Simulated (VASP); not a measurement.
# AlGa3N4 (P-43m) in VASP: a series of runs

AlGa3N4 is run at these levels: r2SCAN; tasks: single point.

Program: VASP 6.6.1. These are calculated values, not measurements. Logs are shortened: lines on timing, memory, paths and dates and some standing lists are left out, and cuts for length are marked.

### 1 The cell of the first run

It takes space group P-43m (No. 215, cubic). The conventional cell has a = 4.279 Å, b = 4.279 Å, c = 4.279 Å, α = 90.00°, β = 90.00°, γ = 90.00°. Within 2.4 Å of Al (site symmetry -43m) lie 4 N at 1.81 Å. Ga (site symmetry -42m) has 4 N at 1.87 Å within 2.5 Å. N (site symmetry 3m) has 1 Al at 1.81 Å and 3 Ga at 1.87 Å within 2.4 Å.

### 2 Single point, r2SCAN (volume scaled by 0.88, then relaxed in part)

POSCAR reads:

```
AlGa3N4
1.0
    4.2790680085      0.0000000000      0.0000000000
    0.0000000000      4.2790680085      0.0000000000
    0.0000000000      0.0000000000      4.2790680085
Al Ga N
1 3 4
Direct
    0.0000000000      0.0000000000      0.0000000000
    0.5000000000      0.5000000000      0.0000000000
    0.5000000000      0.0000000000      0.5000000000
    0.0000000000      0.5000000000      0.5000000000
    0.7555702833      0.7555702833      0.2444297167
    0.7555702833      0.2444297167      0.7555702833
    0.2444297167      0.7555702833      0.7555702833
    0.2444297167      0.2444297167      0.2444297167
```

INCAR.step1 reads:

```
PREC = Accurate
ENCUT = 520
ISMEAR = 0
SIGMA = 0.02
LREAL = False
LASPH = True
NELM = 60
NBANDS = 41
GGA = PE
ALGO = Normal
EDIFF = 1E-4
LWAVE = True
LCHARG = False
```

INCAR.step2 reads:

```
PREC = Accurate
ENCUT = 520
EDIFF = 1E-7
ISMEAR = 0
SIGMA = 0.02
LREAL = False
LASPH = True
NELM = 60
ALGO = Normal
ISIF = 2
LWAVE = False
LCHARG = False
METAGGA = R2SCAN
LMIXTAU = True
NBANDS = 41
ISTART = 1
```

KPOINTS reads:

```
regular mesh
0
Gamma
  6 6 6
```

Potentials or basis: VASP PAW PBE potentials, release 64 (Al, Ga_d, N).

Started as:

```sh
$ cat potpaw_PBE.64/Al/POTCAR potpaw_PBE.64/Ga_d/POTCAR potpaw_PBE.64/N/POTCAR > POTCAR
$ cp INCAR.step1 INCAR
$ mpirun -np 1 vasp_std > vasp.out
$ cp INCAR.step2 INCAR
$ mpirun -np 1 vasp_std > vasp.out
```

OUTCAR:

```text
PREC = Accurate
   ENCUT = 520
   EDIFF = 1E-7
   ISMEAR = 0
   LREAL = False
   LASPH = True
   NELM = 60
   ISIF = 2
   METAGGA = R2SCAN
   ISTART = 1

 ion  position               nearest neighbor table
   1  0.000  0.000  0.000-   5 1.81   6 1.81   7 1.81   8 1.81   3 3.03   4 3.03   2 3.03   3 3.03
                             4 3.03   2 3.03   4 3.03   4 3.03   2 3.03   3 3.03   3 3.03   2 3.03
   2  0.500  0.500  0.000-   5 1.87   6 1.87   7 1.87   8 1.87   1 3.03   1 3.03   1 3.03   1 3.03

   3  0.500  0.000  0.500-   5 1.87   6 1.87   7 1.87   8 1.87   1 3.03   1 3.03   1 3.03   1 3.03

   4  0.000  0.500  0.500-   5 1.87   6 1.87   7 1.87   8 1.87   1 3.03   1 3.03   1 3.03   1 3.03

   5  0.756  0.756  0.244-   1 1.81   3 1.87   4 1.87   2 1.87
   6  0.756  0.244  0.756-   1 1.81   3 1.87   4 1.87   2 1.87
   7  0.244  0.756  0.756-   1 1.81   3 1.87   4 1.87   2 1.87
   8  0.244  0.244  0.244-   1 1.81   3 1.87   4 1.87   2 1.87

  LATTYP: Found a simple cubic cell.
 ALAT       =     4.2790680085

  Lattice vectors:

 A1 = (   4.2790680085,   0.0000000000,   0.0000000000)
 A2 = (   0.0000000000,   4.2790680085,   0.0000000000)
 A3 = (   0.0000000000,   0.0000000000,   4.2790680085)

Analysis of symmetry for initial positions (statically):
=====================================================================
 Subroutine PRICEL returns:
 Original cell was already a primitive cell.

 Routine SETGRP: Setting up the symmetry group for a
 simple cubic supercell.

 Subroutine GETGRP returns: Found 24 space group operations
 (whereof 24 operations were pure point group operations)
 out of a pool of 48 trial point group operations.

The static configuration has the point symmetry T_d .

Analysis of symmetry for dynamics (positions and initial velocities):
=====================================================================
 Subroutine PRICEL returns:
 Original cell was already a primitive cell.

 Routine SETGRP: Setting up the symmetry group for a
 simple cubic supercell.

 Subroutine GETGRP returns: Found 24 space group operations
 (whereof 24 operations were pure point group operations)
 out of a pool of 48 trial point group operations.

The dynamic configuration has the point symmetry T_d .

 Subroutine INISYM returns: Found 24 space group operations
 (whereof 24 operations are pure point group operations),
 and found     1 'primitive' translations

----------------------------------------------------------------------------------------

                                     Primitive cell

  volume of cell :      78.3515

  direct lattice vectors                    reciprocal lattice vectors
     4.279068009  0.000000000  0.000000000     0.233695748  0.000000000  0.000000000
     0.000000000  4.279068009  0.000000000     0.000000000  0.233695748  0.000000000
     0.000000000  0.000000000  4.279068009     0.000000000  0.000000000  0.233695748

  length of vectors
     4.279068009  4.279068009  4.279068009     0.233695748  0.233695748  0.233695748

  position of ions in fractional coordinates (direct lattice)
     0.000000000  0.000000000  0.000000000
     0.500000000  0.500000000  0.000000000
     0.500000000  0.000000000  0.500000000
     0.000000000  0.500000000  0.500000000
     0.755570283  0.755570283  0.244429717
     0.755570283  0.244429717  0.755570283
     0.244429717  0.755570283  0.755570283
     0.244429717  0.244429717  0.244429717

  ion indices of the primitive-cell ions
   primitive index   ion index
                 1           1
                 2           2
                 3           3
                 4           4
                 5           5
                 6           6
                 7           7
                 8           8

----------------------------------------------------------------------------------------

 KPOINTS: regular mesh

Automatic generation of k-mesh.
 Grid dimensions read from file:
 generate k-points for:    6    6    6

 Generating k-lattice:

  Cartesian coordinates                     Fractional coordinates (reciprocal lattice)
     0.038949291  0.000000000  0.000000000     0.166666667  0.000000000  0.000000000
     0.000000000  0.038949291  0.000000000     0.000000000  0.166666667  0.000000000
     0.000000000  0.000000000  0.038949291     0.000000000  0.000000000  0.166666667

  Length of vectors
     0.038949291  0.038949291  0.038949291

  Shift w.r.t. Gamma in fractional coordinates (k-lattice)
     0.000000000  0.000000000  0.000000000

 Subroutine IBZKPT returns following result:
 ===========================================

 Found     20 irreducible k-points:

 Following reciprocal coordinates:
            Coordinates               Weight
  0.000000  0.000000  0.000000      1.000000
  0.166667  0.000000  0.000000      6.000000
  0.333333  0.000000  0.000000      6.000000
  0.500000  0.000000  0.000000      3.000000
  0.166667  0.166667  0.000000     12.000000
  0.333333  0.166667  0.000000     24.000000
[... 12 lines left out ...]
  0.500000  0.500000  0.333333      6.000000
  0.500000  0.500000  0.500000      1.000000
   k-points           NKPTS =     20   k-points in BZ     NKDIM =     20   number of bands    NBANDS=     41
   number of dos      NEDOS =    301   number of ions     NIONS =      8
   total plane-waves  NPLWV =  32768
   dimension x,y,z NGX =    32 NGY =   32 NGZ =   32
   dimension x,y,z NGXF=    64 NGYF=   64 NGZF=   64
   ions per type =               1   3   4
   NGX,Y,Z   is equivalent  to a cutoff of  12.43, 12.43, 12.43 a.u.
   NGXF,Y,Z  is equivalent  to a cutoff of  24.86, 24.86, 24.86 a.u.
 SYSTEM =  unknown system
   PREC   = accura    normal or accurate (medium, high low for compatibility)
   ISTART =      1    job   : 0-new  1-cont  2-samecut
   ICHARG =      0    charge: 1-file 2-atom 10-const
   ISPIN  =      1    spin polarized calculation?
   LNONCOLLINEAR =      F non collinear calculations
   LSORBIT =      F    spin-orbit coupling
   LASPH  =      T    aspherical Exc in radial PAW
   ENCUT  =  520.0 eV  38.22 Ry    6.18 a.u.   7.96  7.96  7.96*2*pi/ulx,y,z
   NELM   =     60;   NELMIN=  2; NELMDL=  0     # of ELM steps
   EDIFF  = 0.1E-06   stopping-criterion for ELM
   LREAL  =      F    real-space projection
   EDIFFG = 0.1E-05   stopping-criterion for IOM
   NSW    =      0    number of steps for IOM
   IBRION =     -1    ionic relax: 0-MD 1-quasi-New 2-CG
   NFREE  =      0    steps in history (QN), initial steepest desc. (CG)
   ISIF   =      2    stress and relaxation
   ISYM   =      2    0-nonsym 1-usesym 2-fastsym
   POTIM  = 0.5000    time-step for ionic-motion
   TEBEG  =    0.0;   TEEND  =   0.0 temperature during run
   PSTRESS=    0.0 pullay stress
   NELECT =      62.0000    total number of electrons
   NUPDOWN=      -1.0000    fix difference up-down
   EMIN   =  10.00;   EMAX   =-10.00  energy-range for DOS
   EFERMI =   0.00;   METHOD = LEGACY
   ISMEAR =     0;   SIGMA  =   0.02  broadening in eV -4-tet -1-fermi 0-gaus
   EFERMI_NEDOS =   21; number of points for ismear=-14 and -15
   IALGO  =     38    algorithm
   IMIX   =      4    mixing-type and parameters
     AMIX     =   0.40;   BMIX     =  1.00
     AMIX_MAG =   1.60;   BMIX_MAG =  1.00
  volume/ion in A,a.u.               =       9.79        66.09
  Fermi-wavevector in a.u.,A,eV,Ry     =   1.514222  2.861465 31.196365  2.292868
  Thomas-Fermi vector in A             =   2.623908
   LORBIT       =      0    0 simple, 1 ext, 2 COOP (PROOUT), +10 PAW based schemes
   METAGGA = R2SCAN    functional components
   LHFCALC =     F    Hartree Fock is set to
   AEXX    =    0.0000 exact exchange contribution
   IVDW    =     0    specifies the selected vdW correction
   LEPSILON=     F    determine dielectric tensor
   LRPA    =     F    only Hartree local field effects (RPA)
 non-spin polarized calculation
 Gauss-broadening in eV      SIGMA  =   0.02
  energy-cutoff  :      520.00
  volume of cell :       78.35
 maximum number of plane-waves:      2176
 NGX is ok and might be reduce to    32
   NGX = 15   NGY = 15   NGZ = 15

 number of electron      62.0000005 magnetization

 Free energy of the ion-electron system (eV)
  ---------------------------------------------------
  ext. energy  EPLUGINS =         0.00000000
  ---------------------------------------------------
  free energy    TOTEN  =       -83.79061757 eV

  energy without entropy =      -83.79061757  energy(sigma->0) =      -83.79061757

 E-fermi :   6.7458     XC(G=0): -13.1162

 val. band max:        6.6098715699   @ k =   0.0000   0.0000   0.0000
 cond. band min:      10.3712114745   @ k =   0.0000   0.0000   0.0000
 fundamental gap:      3.7613399046
 Fermi energy:         6.7458076891

 k-point     1 :       0.0000    0.0000    0.0000
  band No.  band energies     occupation
      1     -10.9673      2.00000
      2      -9.0633      2.00000
      3      -9.0633      2.00000
      4      -9.0633      2.00000
      5      -6.9945      2.00000
      6      -6.9637      2.00000
[... 33 lines left out ...]
     40      19.2153      0.00000
     41      19.2153      0.00000

 k-point     2 :       0.1667    0.0000    0.0000
  band No.  band energies     occupation
      1     -10.8305      2.00000
      2      -9.1525      2.00000
      3      -9.0669      2.00000
      4      -9.0669      2.00000
      5      -6.9936      2.00000
      6      -6.9576      2.00000
[... 33 lines left out ...]
     40      19.4709      0.00000
     41      19.4709      0.00000

 k-point     3 :       0.3333    0.0000    0.0000
  band No.  band energies     occupation
      1     -10.4513      2.00000
      2      -9.4436      2.00000
      3      -9.0742      2.00000
      4      -9.0742      2.00000
      5      -6.9685      2.00000
      6      -6.9318      2.00000
[... 699 lines left out ...]
      2      -9.3877      2.00000
      3      -9.3877      2.00000
      4      -9.3718      2.00000
      5      -6.9577      2.00000
      6      -6.9577      2.00000
[... 33 lines left out ...]
     40      18.2375      0.00000
     41      18.6371      0.00000

 k-point    20 :       0.5000    0.5000    0.5000
  band No.  band energies     occupation
      1      -9.5613      2.00000
      2      -9.3759      2.00000
      3      -9.3759      2.00000
      4      -9.3759      2.00000
      5      -6.9636      2.00000
      6      -6.9636      2.00000
[... 33 lines left out ...]
     40      17.8743      0.00000
     41      17.8743      0.00000

------------------------ aborting loop because EDIFF is reached ----------------------------------------

  FORCE on cell =-STRESS in cart. coord.  units (eV):
  Direction    XX          YY          ZZ          XY          YZ          ZX
  --------------------------------------------------------------------------------------
  -------------------------------------------------------------------------------------
  Total       16.8810690     16.8810690     16.8810690      0.0000000     -0.0000000      0.0000000
  in kB      345.1937789    345.1937789    345.1937789      0.0000000     -0.0000000      0.0000000
  external PRESSURE =     345.1937789 kB  Pullay stress =       0.0000000 kB

 VOLUME and BASIS-vectors are now :
 -----------------------------------------------------------------------------
  energy-cutoff  :      520.00
  volume of cell :       78.35
      direct lattice vectors                 reciprocal lattice vectors
     4.279068009  0.000000000  0.000000000     0.233695748  0.000000000  0.000000000
     0.000000000  4.279068009  0.000000000     0.000000000  0.233695748  0.000000000
     0.000000000  0.000000000  4.279068009     0.000000000  0.000000000  0.233695748

 POSITION                                       TOTAL-FORCE (eV/Angst)
 -----------------------------------------------------------------------------------
      0.00000      0.00000      0.00000        -0.000000      0.000000      0.000000
      2.13953      2.13953      0.00000        -0.000000      0.000000      0.000000
      2.13953      0.00000      2.13953        -0.000000      0.000000      0.000000
      0.00000      2.13953      2.13953        -0.000000      0.000000      0.000000
      3.23314      3.23314      1.04593         0.052093      0.052093     -0.052093
      3.23314      1.04593      3.23314         0.052093     -0.052093      0.052093
      1.04593      3.23314      3.23314        -0.052093      0.052093      0.052093
      1.04593      1.04593      1.04593        -0.052093     -0.052093     -0.052093
 -----------------------------------------------------------------------------------
    total drift:                                0.000000      0.000000     -0.000000

  FREE ENERGIE OF THE ION-ELECTRON SYSTEM (eV)
  ---------------------------------------------------
  free  energy   TOTEN  =       -83.7906175704 eV

  energy  without entropy=      -83.7906175704  energy(sigma->0) =      -83.79061757
```

It took 4.4 min on 1 thread of AMD EPYC 7R43 (Zen 3), shared host; peak memory 0.18 GiB.

Results:

```yaml
Free_energy: -83.7906 eV
Pressure: 34.5 GPa
Largest_force: 0.090 eV/Å
Band_gap_on_the_k_mesh: 3.76 eV, direct
```

Forces in eV/Å, atoms in the order of the input:
```
Al   0.000  0.000  0.000
Ga   0.000  0.000  0.000
Ga   0.000  0.000  0.000
Ga   0.000  0.000  0.000
N    0.052  0.052 -0.052
N    0.052 -0.052  0.052
N   -0.052  0.052  0.052
N   -0.052 -0.052 -0.052
```

Levels at points of the mesh, in eV from the valence-band top:
```tsv
k point	band 29	band 30	band 31	band 32	band 33	band 34
(0.00, 0.00, 0.00)	0.00	0.00	0.00	3.76	4.02	4.02
(0.50, 0.00, 0.00)	-1.78	-1.36	-1.36	6.02	6.13	7.10
(0.50, 0.50, 0.00)	-1.11	-1.11	-0.68	8.19	8.35	8.63
(0.50, 0.50, 0.50)	-0.76	-0.76	-0.76	6.60	6.60	6.60
```

Caveat: the PAW data sets were made with another functional, which shifts forces and pressure a little.

### 3 Single point, r2SCAN (volume scaled by 0.91, then relaxed in part)

POSCAR reads:

```
AlGa3N4
1.0
    4.3271514490      0.0000000000      0.0000000000
    0.0000000000      4.3271514490      0.0000000000
    0.0000000000      0.0000000000      4.3271514490
Al Ga N
1 3 4
Direct
    0.0000000000      0.0000000000      0.0000000000
    0.5000000000      0.5000000000      0.0000000000
    0.5000000000      0.0000000000      0.5000000000
    0.0000000000      0.5000000000      0.5000000000
    0.7554235771      0.7554235771      0.2445764229
    0.7554235771      0.2445764229      0.7554235771
    0.2445764229      0.7554235771      0.7554235771
    0.2445764229      0.2445764229      0.2445764229
```

INCAR.step1 reads:

```
SYSTEM = AlGa3N4
PREC = Accurate
ENCUT = 520
ISMEAR = 0
SIGMA = 0.02
LREAL = .False.
LASPH = .True.
NELM = 100
NBANDS = 41
GGA = PE
ALGO = Normal
EDIFF = 1E-4
LWAVE = .True.
LCHARG = .False.
```

INCAR.step2 reads:

```
SYSTEM = AlGa3N4
PREC = Accurate
ENCUT = 520
EDIFF = 1E-7
ISMEAR = 0
SIGMA = 0.02
LREAL = .False.
LASPH = .True.
NELM = 100
ALGO = Normal
ISIF = 2
LWAVE = .False.
LCHARG = .False.
METAGGA = R2SCAN
LMIXTAU = .True.
NBANDS = 41
ISTART = 1
```

KPOINTS reads:

```
Automatic mesh
0
Gamma
  6 6 6
  0 0 0
```

Potentials or basis: VASP PAW PBE potentials, release 64 (Al, Ga_d, N).

Started as:

```sh
$ cat potpaw_PBE.64/Al/POTCAR potpaw_PBE.64/Ga_d/POTCAR potpaw_PBE.64/N/POTCAR > POTCAR
$ cp INCAR.step1 INCAR
$ mpirun -np 1 vasp_std > vasp.out
$ cp INCAR.step2 INCAR
$ mpirun -np 1 vasp_std > vasp.out
```

It took 4.7 min on 1 thread of AMD EPYC 7R43 (Zen 3), shared host; peak memory 0.18 GiB.

Results (log left out):

```
Free energy            : -84.2798 eV
Pressure               : 24.1 GPa
Largest force          : 0.105 eV/Å
Band gap on the k mesh : 3.51 eV, direct
```

Forces on the atoms (eV/Å):
```
Al   0.000  0.000  0.000
Ga   0.000  0.000  0.000
Ga   0.000  0.000  0.000
Ga   0.000  0.000  0.000
N    0.061  0.061 -0.061
N    0.061 -0.061  0.061
N   -0.061  0.061  0.061
N   -0.061 -0.061 -0.061
```

Levels at points of the mesh, in eV from the valence-band top:
| k point | band 29 | band 30 | band 31 | band 32 | band 33 | band 34 |
| --- | --- | --- | --- | --- | --- | --- |
| (0.00, 0.00, 0.00) | 0.00 | 0.00 | 0.00 | 3.51 | 4.00 | 4.00 |
| (0.50, 0.00, 0.00) | -1.71 | -1.32 | -1.32 | 5.87 | 5.98 | 7.02 |
| (0.50, 0.50, 0.00) | -1.08 | -1.08 | -0.66 | 8.01 | 8.26 | 8.36 |
| (0.50, 0.50, 0.50) | -0.74 | -0.74 | -0.74 | 6.33 | 6.33 | 6.33 |

Caveat: the PAW data sets were made with another functional, which shifts forces and pressure a little.

### 4 Single point, r2SCAN (volume scaled by 0.94, then relaxed in part)

POSCAR reads:

```
AlGa3N4
1.0
    4.3741893890      0.0000000000      0.0000000000
    0.0000000000      4.3741893890      0.0000000000
    0.0000000000      0.0000000000      4.3741893890
Al Ga N
1 3 4
Direct
    0.0000000000      0.0000000000      0.0000000000
    0.5000000000      0.5000000000      0.0000000000
    0.5000000000      0.0000000000      0.5000000000
    0.0000000000      0.5000000000      0.5000000000
    0.7553510551      0.7553510551      0.2446489449
    0.7553510551      0.2446489449      0.7553510551
    0.2446489449      0.7553510551      0.7553510551
    0.2446489449      0.2446489449      0.2446489449
```

INCAR.step1 reads:

```
ALGO = Normal
EDIFF = 1E-4
ENCUT = 520
GGA = PE
ISMEAR = 0
LASPH = T
LCHARG = F
LREAL = F
LWAVE = T
NBANDS = 41
NELM = 100
PREC = Accurate
SIGMA = 0.02
```

INCAR.step2 reads:

```
ALGO = Normal
EDIFF = 1E-6
ENCUT = 520
ISIF = 2
ISMEAR = 0
ISTART = 1
LASPH = T
LCHARG = T
LELF = T
LMIXTAU = T
LREAL = F
LVHAR = T
LWAVE = F
METAGGA = R2SCAN
NBANDS = 41
NELM = 100
PREC = Accurate
SIGMA = 0.02
```

KPOINTS reads:

```
k-points
0
Gamma
  6 6 6
```

Started as:

```sh
$ cat potpaw_PBE.64/Al/POTCAR potpaw_PBE.64/Ga_d/POTCAR potpaw_PBE.64/N/POTCAR > POTCAR
$ cp INCAR.step1 INCAR
$ mpirun -np 1 vasp_std > vasp.out
$ cp INCAR.step2 INCAR
$ mpirun -np 1 vasp_std > vasp.out
```

It took 6.7 min on 1 thread of AMD EPYC 7R43 (Zen 3), shared host; peak memory 0.21 GiB.

Results (log left out):

```
Free energy            : -84.6099 eV
Pressure               : 15.1 GPa
Largest force          : 0.104 eV/Å
Band gap on the k mesh : 3.27 eV, direct
```

Forces in eV/Å, atoms in the order of the input:
```
Al   0.000  0.000  0.000
Ga   0.000  0.000  0.000
Ga   0.000  0.000  0.000
Ga   0.000  0.000  0.000
N    0.060  0.060 -0.060
N    0.060 -0.060  0.060
N   -0.060  0.060  0.060
N   -0.060 -0.060 -0.060
```

Levels at points of the mesh, in eV from the valence-band top:
```tsv
k point	band 29	band 30	band 31	band 32	band 33	band 34
(0.00, 0.00, 0.00)	0.00	0.00	0.00	3.27	3.97	3.97
(0.50, 0.00, 0.00)	-1.65	-1.28	-1.28	5.73	5.84	6.94
(0.50, 0.50, 0.00)	-1.05	-1.05	-0.65	7.80	8.07	8.07
(0.50, 0.50, 0.50)	-0.72	-0.72	-0.72	6.07	6.07	6.07
```

Caveat: the PAW data sets were made with another functional, which shifts forces and pressure a little.

[end of part 1 of 2]
